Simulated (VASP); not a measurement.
# Si63Ge (a cell with a defect) in VASP: single point with PBEsol

Aim: the single point of Si63Ge (a cell with a defect) with PBEsol.

Program: VASP 6.6.1. These are calculated values, not measurements. Logs are shortened: lines on timing, memory, paths and dates and some standing lists are left out, and cuts for length are marked.

## (1) The cell of the first run

The cell holds a defect, 64 atoms: a = 10.866 Å, b = 10.866 Å, c = 10.866 Å, α = 90.00°, β = 90.00°, γ = 90.00°.

## (2) Single point, PBEsol, collinear spin

INCAR reads:

```
ALGO = Normal
EDIFF = 1E-6
ENCUT = 410
GGA = PS
GGA_COMPAT = F
ISIF = 2
ISMEAR = -1
ISPIN = 2
ISYM = 0
LASPH = T
LCHARG = T
LELF = T
LORBIT = 11
LREAL = Auto
LVHAR = T
LWAVE = F
MAGMOM = 0 0 0 0 0 0 0 0 0 0 0 0 0 0 0.2 0 0 0 0 0 0 0 0 0 0.2 0 0 0 0 0 0 0 0 0 0 0 0 0 0 0 0 0.2 0 0 0 0 0 0 0 0 0 0 0 0 0 0 0 0 0 0.2 0 0 0 0.2
NBANDS = 175
NCORE = 4
NELECT = 265.0
NELM = 200
PREC = Accurate
SIGMA = 0.05
```

KPOINTS reads:

```
Automatic mesh
0
Gamma
  1 1 1
  0.25 0.25 0.25
```

POSCAR reads:

```
Si63Ge
1.0
   10.8655790000      0.0000000000      0.0000000000
    0.0000000000     10.8655790000      0.0000000000
    0.0000000000      0.0000000000     10.8655790000
Si Ge
63 1
Direct
    0.0003410000      0.0001520000      0.0002090000
    0.0003250000      0.0000650000      0.5000980000
    0.0004250000      0.5002300000      0.0003170000
    0.0002630000      0.5001050000      0.4999630000
    0.5006370000      0.0000970000      0.0004120000
    0.5003470000      0.0001820000      0.4999440000
    0.5003200000      0.5001740000      0.0002290000
    0.1247260000      0.1248000000      0.1258530000
    0.1246980000      0.1245420000      0.6255460000
    0.1247180000      0.6249670000      0.1254230000
    0.1246000000      0.6247830000      0.6255760000
    0.6249450000      0.1247190000      0.1254300000
    0.6245950000      0.1247750000      0.6256120000
    0.6245720000      0.6247630000      0.1257990000
    0.6270010000      0.6270100000      0.6276120000
    0.2502630000      0.2500000000      0.0003250000
    0.2500490000      0.2494950000      0.4999980000
    0.2505030000      0.7500070000      0.0001050000
    0.2498080000      0.7506540000      0.5002700000
    0.7503270000      0.2500810000      0.0000690000
    0.7507700000      0.2495580000      0.5003220000
    0.7501090000      0.7498860000      0.0003780000
    0.7510370000      0.7506420000      0.5001940000
    0.3749180000      0.3750480000      0.1254530000
    0.3728970000      0.3730680000      0.6271950000
    0.3747490000      0.8751310000      0.1253350000
    0.3750870000      0.8750400000      0.6254030000
    0.8749200000      0.3748580000      0.1253630000
    0.8747380000      0.3751460000      0.6255930000
    0.8745790000      0.8748990000      0.1255190000
    0.8750000000      0.8754010000      0.6256960000
    0.2503560000      0.0000390000      0.2502450000
    0.2504580000      0.0001570000      0.7502150000
    0.2500080000      0.5001590000      0.2497250000
    0.2499240000      0.5002250000      0.7507600000
    0.7501750000      0.0001000000      0.2502340000
    0.7500400000      0.0001120000      0.7502470000
    0.7506240000      0.5001950000      0.2497480000
    0.7508750000      0.5003760000      0.7509140000
    0.3750160000      0.1248100000      0.3754450000
    0.3749830000      0.1245470000      0.8760340000
    0.3730610000      0.6265850000      0.3738910000
    0.3751560000      0.6248930000      0.8755600000
    0.8751270000      0.1245920000      0.3756440000
    0.8748450000      0.1248370000      0.8755140000
    0.8748770000      0.6249480000      0.3754950000
    0.8752290000      0.6250840000      0.8760670000
    0.0002160000      0.2502800000      0.2501680000
    0.0002990000      0.2501690000      0.7499330000
    0.0002800000      0.7502380000      0.2500050000
    0.0002770000      0.7503910000      0.7501200000
    0.5002680000      0.2498170000      0.2495830000
    0.5003110000      0.2498140000      0.7506600000
    0.5003180000      0.7507920000      0.2497080000
    0.5004180000      0.7507740000      0.7505760000
    0.1249470000      0.3748630000      0.3756430000
    0.1245510000      0.3746790000      0.8758920000
    0.1245850000      0.8749730000      0.3756110000
    0.1250400000      0.8747720000      0.8757130000
    0.6264910000      0.3728590000      0.3738240000
    0.6248620000      0.3750070000      0.8757500000
    0.6248730000      0.8747230000      0.3757970000
    0.6248590000      0.8749390000      0.8760390000
    0.5007470000      0.5004080000      0.5002550000
```

Potentials or basis: VASP PAW PBE potentials, release 64 (Si, Ge_d).

Started as:

```sh
$ cat potpaw_PBE.64/Si/POTCAR potpaw_PBE.64/Ge_d/POTCAR > POTCAR
$ mpirun -np 4 vasp_std > vasp.out
```

OUTCAR:

```text
EDIFF = 1E-6
   ENCUT = 410
   GGA = PS
   ISIF = 2
   ISMEAR = -1
   ISPIN = 2
   ISYM = 0
   LASPH = T
   LORBIT = 11
   LREAL = Auto
   NELECT = 265.0
   NELM = 200
   PREC = Accurate

 ion  position               nearest neighbor table
   1  0.000  0.000  0.000-  59 2.35   8 2.35  45 2.35  30 2.36
   2  0.000  0.000  0.500-  58 2.35  44 2.35   9 2.35  31 2.36
   3  0.000  0.500  0.000-  57 2.35  10 2.35  47 2.35  28 2.36
   4  0.000  0.500  0.500-  56 2.35  11 2.35  46 2.35  29 2.36
   5  0.501  0.000  0.000-  63 2.34  12 2.35  41 2.35  26 2.36
   6  0.500  0.000  0.500-  62 2.35  40 2.35  13 2.35  27 2.36
[... 56 lines left out ...]
  63  0.625  0.875  0.876-   5 2.34  55 2.35  22 2.35  37 2.36
  64  0.501  0.500  0.500-  60 2.38  15 2.39  42 2.39  25 2.40

IMPORTANT INFORMATION: All symmetrisations will be switched off!
NOSYMM: (Re-)initialisation of all symmetry stuff for point group C_1.

----------------------------------------------------------------------------------------

                                     Primitive cell

  volume of cell :    1282.7990

  direct lattice vectors                    reciprocal lattice vectors
    10.865579000  0.000000000  0.000000000     0.092033752  0.000000000  0.000000000
     0.000000000 10.865579000  0.000000000     0.000000000  0.092033752  0.000000000
     0.000000000  0.000000000 10.865579000     0.000000000  0.000000000  0.092033752

  length of vectors
    10.865579000 10.865579000 10.865579000     0.092033752  0.092033752  0.092033752

  position of ions in fractional coordinates (direct lattice)
     0.000341000  0.000152000  0.000209000
     0.000325000  0.000065000  0.500098000
     0.000425000  0.500230000  0.000317000
     0.000263000  0.500105000  0.499963000
     0.500637000  0.000097000  0.000412000
     0.500347000  0.000182000  0.499944000
[... 56 lines left out ...]
     0.624859000  0.874939000  0.876039000
     0.500747000  0.500408000  0.500255000

  ion indices of the primitive-cell ions
   primitive index   ion index
                 1           1
                 2           2
                 3           3
                 4           4
                 5           5
                 6           6
[... 56 lines left out ...]
                63          63
                64          64

----------------------------------------------------------------------------------------

 KPOINTS: Automatic mesh

Automatic generation of k-mesh.
 Grid dimensions read from file:
 generate k-points for:    1    1    1

 Generating k-lattice:

  Cartesian coordinates                     Fractional coordinates (reciprocal lattice)
     0.092033752  0.000000000  0.000000000     1.000000000  0.000000000  0.000000000
     0.000000000  0.092033752  0.000000000     0.000000000  1.000000000  0.000000000
     0.000000000  0.000000000  0.092033752     0.000000000  0.000000000  1.000000000

  Length of vectors
     0.092033752  0.092033752  0.092033752

  Shift w.r.t. Gamma in fractional coordinates (k-lattice)
     0.250000000  0.250000000  0.250000000

 Subroutine IBZKPT returns following result:
 ===========================================

 Found      4 irreducible k-points:

 Following reciprocal coordinates:
            Coordinates               Weight
  0.250000  0.250000  0.250000      2.000000
 -0.250000  0.250000  0.250000      2.000000
 -0.250000 -0.250000  0.250000      2.000000
  0.250000 -0.250000  0.250000      2.000000
   k-points           NKPTS =      4   k-points in BZ     NKDIM =      4   number of bands    NBANDS=    175
   number of dos      NEDOS =    301   number of ions     NIONS =     64
   total plane-waves  NPLWV = 373248
   dimension x,y,z NGX =    72 NGY =   72 NGZ =   72
   dimension x,y,z NGXF=   144 NGYF=  144 NGZF=  144
   ions per type =              63   1
   NGX,Y,Z   is equivalent  to a cutoff of  11.02, 11.02, 11.02 a.u.
   NGXF,Y,Z  is equivalent  to a cutoff of  22.03, 22.03, 22.03 a.u.
 SYSTEM =  unknown system
   PREC   = accura    normal or accurate (medium, high low for compatibility)
   ISTART =      0    job   : 0-new  1-cont  2-samecut
   ICHARG =      2    charge: 1-file 2-atom 10-const
   ISPIN  =      2    spin polarized calculation?
   LNONCOLLINEAR =      F non collinear calculations
   LSORBIT =      F    spin-orbit coupling
   LASPH  =      T    aspherical Exc in radial PAW
   ENCUT  =  410.0 eV  30.13 Ry    5.49 a.u.  17.94 17.94 17.94*2*pi/ulx,y,z
   NELM   =    200;   NELMIN=  2; NELMDL= -5     # of ELM steps
   EDIFF  = 0.1E-05   stopping-criterion for ELM
   LREAL  =      T    real-space projection
   EDIFFG = 0.1E-04   stopping-criterion for IOM
   NSW    =      0    number of steps for IOM
   IBRION =     -1    ionic relax: 0-MD 1-quasi-New 2-CG
   NFREE  =      0    steps in history (QN), initial steepest desc. (CG)
   ISIF   =      2    stress and relaxation
   ISYM   =      0    0-nonsym 1-usesym 2-fastsym
   POTIM  = 0.5000    time-step for ionic-motion
   TEBEG  =    0.0;   TEEND  =   0.0 temperature during run
   PSTRESS=    0.0 pullay stress
   NELECT =     265.0000    total number of electrons
   NUPDOWN=      -1.0000    fix difference up-down
   EMIN   =  10.00;   EMAX   =-10.00  energy-range for DOS
   EFERMI =   0.00;   METHOD = LEGACY
   ISMEAR =    -1;   SIGMA  =   0.05  broadening in eV -4-tet -1-fermi 0-gaus
   EFERMI_NEDOS =   21; number of points for ismear=-14 and -15
   IALGO  =     38    algorithm
   IMIX   =      4    mixing-type and parameters
     AMIX     =   0.40;   BMIX     =  1.00
     AMIX_MAG =   1.60;   BMIX_MAG =  1.00
  volume/ion in A,a.u.               =      20.04       135.26
  Fermi-wavevector in a.u.,A,eV,Ry     =   0.967766  1.828813 12.742835  0.936572
  Thomas-Fermi vector in A             =   2.097680
   LORBIT       =     11    0 simple, 1 ext, 2 COOP (PROOUT), +10 PAW based schemes
   GGA     = PS    functional components
   LHFCALC =     F    Hartree Fock is set to
   AEXX    =    0.0000 exact exchange contribution
   IVDW    =     0    specifies the selected vdW correction
   LEPSILON=     F    determine dielectric tensor
   LRPA    =     F    only Hartree local field effects (RPA)
 spin polarized calculation
  energy-cutoff  :      410.00
  volume of cell :     1282.80
 maximum number of plane-waves:     24216
   NGX = 35   NGY = 35   NGZ = 35

 number of electron     264.9999982 magnetization       0.0009776

 number of electron     264.9999982 magnetization      -0.0001471

 Free energy of the ion-electron system (eV)
  ---------------------------------------------------
  ext. energy  EPLUGINS =         0.00000000
  ---------------------------------------------------
  free energy    TOTEN  =      -372.47510629 eV

  energy without entropy =     -372.36630850  energy(sigma->0) =     -372.42070740

 E-fermi :   5.5437     XC(G=0):  -9.5552

 val. band max:        5.5152995759   @ k =  -0.2500   0.2500   0.2500
 cond. band min:       6.5427131407   @ k =  -0.2500  -0.2500   0.2500
 fundamental gap:      1.0274135648
 Fermi energy:         5.5436817771

 spin component 1

 k-point     1 :       0.2500    0.2500    0.2500
  band No.  band energies     occupation
      1     -18.3146      1.00000
      2     -18.3135      1.00000
      3     -18.3132      1.00000
      4     -18.2871      1.00000
      5     -18.2870      1.00000
      6      -6.0250      1.00000
[... 577 lines left out ...]
    143       7.5484      0.00000
    144       7.6410      0.00000
 Fermi energy:         5.5436817771

 spin component 2

 k-point     1 :       0.2500    0.2500    0.2500
  band No.  band energies     occupation
      1     -18.3146      1.00000
      2     -18.3135      1.00000
      3     -18.3131      1.00000
      4     -18.2871      1.00000
      5     -18.2870      1.00000
      6      -6.0250      1.00000
[... 577 lines left out ...]
    143       7.5484      0.00000
    144       7.6410      0.00000
 [bands above 144 left out]

------------------------ aborting loop because EDIFF is reached ----------------------------------------

  FORCE on cell =-STRESS in cart. coord.  units (eV):
  Direction    XX          YY          ZZ          XY          YZ          ZX
  --------------------------------------------------------------------------------------
  -------------------------------------------------------------------------------------
  Total       -7.6076123     -7.6314716     -7.6116000     -1.7811889      1.9666230      1.1516898
  in kB       -9.5016786     -9.5314781     -9.5066591     -2.2246512      2.4562529      1.4384259
  external PRESSURE =      -9.5132719 kB  Pullay stress =       0.0000000 kB

 VOLUME and BASIS-vectors are now :
 -----------------------------------------------------------------------------
  energy-cutoff  :      410.00
  volume of cell :     1282.80
      direct lattice vectors                 reciprocal lattice vectors
    10.865579000  0.000000000  0.000000000     0.092033752  0.000000000  0.000000000
     0.000000000 10.865579000  0.000000000     0.000000000  0.092033752  0.000000000
     0.000000000  0.000000000 10.865579000     0.000000000  0.000000000  0.092033752

 POSITION                                       TOTAL-FORCE (eV/Angst)
 -----------------------------------------------------------------------------------
      0.00371      0.00165      0.00227        -0.048447     -0.032464      0.035315
      0.00353      0.00071      5.43385        -0.038537     -0.016676      0.046418
      0.00462      5.43529      0.00344        -0.049686     -0.040076      0.036464
      0.00286      5.43393      5.43239        -0.044491     -0.021546      0.052044
      5.43971      0.00105      0.00448        -0.072230     -0.022901      0.030121
      5.43656      0.00198      5.43218        -0.040208     -0.025263      0.051742
[... 56 lines left out ...]
      6.78945      9.50672      9.51867         0.056615      0.032763     -0.045561
      5.44091      5.43722      5.43556        -0.066192     -0.037640      0.048122
 -----------------------------------------------------------------------------------
    total drift:                                0.011626      0.000949      0.056908

  FREE ENERGIE OF THE ION-ELECTRON SYSTEM (eV)
  ---------------------------------------------------
  free  energy   TOTEN  =      -372.4751062934 eV

  energy  without entropy=     -372.3663084976  energy(sigma->0) =     -372.42070740

 total charge

# of ion       s       p       d       tot
------------------------------------------
    1        0.752   0.932   0.000   1.684
    2        0.753   0.936   0.000   1.688
    3        0.753   0.935   0.000   1.687
    4        0.752   0.933   0.000   1.685
    5        0.753   0.935   0.000   1.688
    6        0.752   0.934   0.000   1.686
[... 56 lines left out ...]
   63        0.753   0.934   0.000   1.687
   64        1.111   1.352  10.029  12.492
--------------------------------------------------
tot         48.525  60.127  10.029 118.681

 magnetization (x)

# of ion       s       p       d       tot
------------------------------------------
    1        0.000  -0.000   0.000  -0.000
    2       -0.000  -0.000   0.000  -0.000
    3       -0.000  -0.000   0.000  -0.000
    4       -0.000  -0.000   0.000  -0.000
    5       -0.000  -0.000   0.000  -0.000
    6       -0.000  -0.000   0.000  -0.000
[... 56 lines left out ...]
   63       -0.000  -0.000   0.000  -0.000
   64       -0.000   0.000   0.000  -0.000
--------------------------------------------------
tot          0.000   0.000   0.000   0.000
```

Run time: 5.1 min. Hardware: 4 MPI ranks of AMD EPYC 9R45 (Zen 5), shared host; peak memory 0.45 GiB.

What came out:

```
Free energy                                           : -372.4751 eV
Largest force                                         : 0.090 eV/Å
Net moment                                            : 0.00 μB per cell
Valence electrons inside the program's atomic spheres : Si 1.68, 1.69 (each value once); Ge 12.49
```

Forces in eV/Å, atoms in the order of the input:
```
Si  -0.048 -0.032  0.035
Si  -0.039 -0.017  0.046
Si  -0.050 -0.040  0.036
Si  -0.044 -0.022  0.052
Si  -0.072 -0.023  0.030
Si  -0.040 -0.025  0.052
Si  -0.042 -0.024  0.033
Si   0.054  0.030 -0.047
Si   0.046  0.026 -0.035
Si   0.050  0.023 -0.041
Si   0.060  0.029 -0.036
Si   0.052  0.028 -0.037
Si   0.053  0.034 -0.041
Si   0.051  0.028 -0.047
Si   0.035  0.004 -0.050
Si  -0.044 -0.025  0.041
Si  -0.066 -0.023  0.040
Si  -0.049 -0.022  0.044
Si  -0.043 -0.039  0.050
Si  -0.039 -0.022  0.044
Si  -0.046 -0.022  0.043
Si  -0.036 -0.016  0.041
Si  -0.043 -0.016  0.039
Si   0.031  0.011 -0.038
Si   0.069  0.041 -0.022
Si   0.052  0.028 -0.045
Si   0.025  0.020 -0.033
Si   0.053  0.033 -0.048
Si   0.047  0.016 -0.047
Si   0.056  0.024 -0.037
Si   0.051  0.016 -0.038
Si  -0.059 -0.019  0.041
Si  -0.043 -0.031  0.044
Si  -0.061 -0.033  0.041
Si  -0.064 -0.032  0.033
Si  -0.033 -0.022  0.052
Si  -0.037 -0.017  0.050
Si  -0.039 -0.036  0.049
Si  -0.039 -0.038  0.043
Si   0.044  0.025 -0.048
Si   0.042  0.031 -0.045
Si   0.058  0.049 -0.040
Si   0.038  0.021 -0.047
Si   0.040  0.028 -0.054
Si   0.049  0.026 -0.052
Si   0.050  0.012 -0.044
Si   0.052  0.027 -0.050
Si  -0.042 -0.031  0.051
Si  -0.051 -0.026  0.050
Si  -0.051 -0.021  0.042
Si  -0.042 -0.033  0.052
Si  -0.055 -0.038  0.032
Si  -0.053 -0.025  0.046
Si  -0.060 -0.039  0.055
Si  -0.059 -0.021  0.044
Si   0.044  0.023 -0.049
Si   0.052  0.032 -0.043
Si   0.046  0.031 -0.050
Si   0.038  0.036 -0.053
Si   0.073  0.043 -0.032
Si   0.043  0.022 -0.054
Si   0.048  0.035 -0.053
Si   0.057  0.033 -0.046
Ge  -0.066 -0.038  0.048
```

Caveat: the cell carries a net charge on a neutralising background, which shifts energy and pressure; the cell is charged against a uniform background, so pressure and absolute levels hang on convention; the PAW data sets were made with another functional, which shifts forces and pressure a little.
